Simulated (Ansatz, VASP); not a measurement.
## One calculation of PtSe, two programs

File POSCAR:

```
PtSe
1.0
    0.0000000000      3.0374472300      3.0374472300
    3.0374472300      0.0000000000      3.0374472300
    3.0374472300      3.0374472300      0.0000000000
Pt Se
1 1
Direct
    0.0000000000      0.0000000000      0.0000000000
    0.2500000000      0.2500000000      0.2500000000
```

File INCAR.step1:

```
ALGO = Normal
EDIFF = 1E-4
ENCUT = 520
GGA = PE
ISMEAR = -1
LASPH = T
LCHARG = F
LDAU = T
LDAUJ = 0 0
LDAUL = 2 -1
LDAUTYPE = 2
LDAUU = 1 0
LMAXMIX = 4
LREAL = F
LWAVE = T
NBANDS = 15
NELM = 150
PREC = Accurate
SIGMA = 0.05
```

INCAR.step2

```
ALGO = Normal
EDIFF = 1E-6
ENCUT = 520
ISIF = 2
ISMEAR = -1
ISTART = 1
LASPH = T
LCHARG = F
LDAU = T
LDAUJ = 0 0
LDAUL = 2 -1
LDAUPRINT = 1
LDAUTYPE = 2
LDAUU = 1 0
LMAXMIX = 4
LMIXTAU = T
LREAL = F
LWAVE = F
METAGGA = R2SCAN
NBANDS = 15
NELM = 150
PREC = Accurate
SIGMA = 0.05
```

KPOINTS

```
k-points
0
Gamma
  8 8 8
```

File input.yaml:

```yaml
crystal:
  lattice:
    - [0.0, 3.03744723, 3.03744723]
    - [3.03744723, 0.0, 3.03744723]
    - [3.03744723, 3.03744723, 0.0]
  atoms:
    - { symbol: Pt, position: [0.0, 0.0, 0.0] }
    - { symbol: Se, position: [0.25, 0.25, 0.25] }
hamiltonian:
  xc: r2scan
  pseudopotentials: { kind: paw }
  hubbard: { sites: [{ species: Pt, l: d, u_eff: 1.0 }] }
kpoints:
  mp_grid: { grid: [8, 8, 8] }
scf:
  occupations: { method: fermi_dirac, width: 0.05 }
  n_extra_bands: 6
output:
  forces: true
  stress: true
  eigenvalues: true
  dos: { projected: true, de: 0.05, nscf_kmesh: { grid: [12, 12, 12] } }
  write_density: true
  write_potential: true
  elf: true
  volumetric_format: npy
```

Alike in both runs: functional r2SCAN; k mesh 8 × 8 × 8; occupations fermi-dirac, width 0.05 eV; no spin polarisation; Hubbard terms Pt d U = 1.0 eV.

```csv
,VASP,Ansatz
version,VASP 6.6.1,Ansatz 0.2.0
potentials or method,"VASP PAW PBE potentials, release 64 (Pt, Se)",Ansatz PAW
plane-wave cutoff (eV),520,500
valence electrons in the cell,16,34
task,single point,projected density of states
```

VASP gave:

| Property | Result |
| --- | --- |
| gap on the k mesh at the Fermi level (eV) | none |
| pressure (GPa) | -13.7 |

Task: Which values does Ansatz return?

Result: gap on the k mesh at the Fermi level (eV): none; pressure (GPa): -13.4.

VASP's potentials were made for PBE, not for r2SCAN. The programs project onto different local orbitals, so the same U acts differently, and such runs can settle in different states. A gap of «none» marks a metal or a gap that the smearing closes. VASP's potentials hold 16 valence electrons a cell and Ansatz's 34, so a difference there can come from the potentials and not from the codes.

Spin-orbit coupling is off throughout.
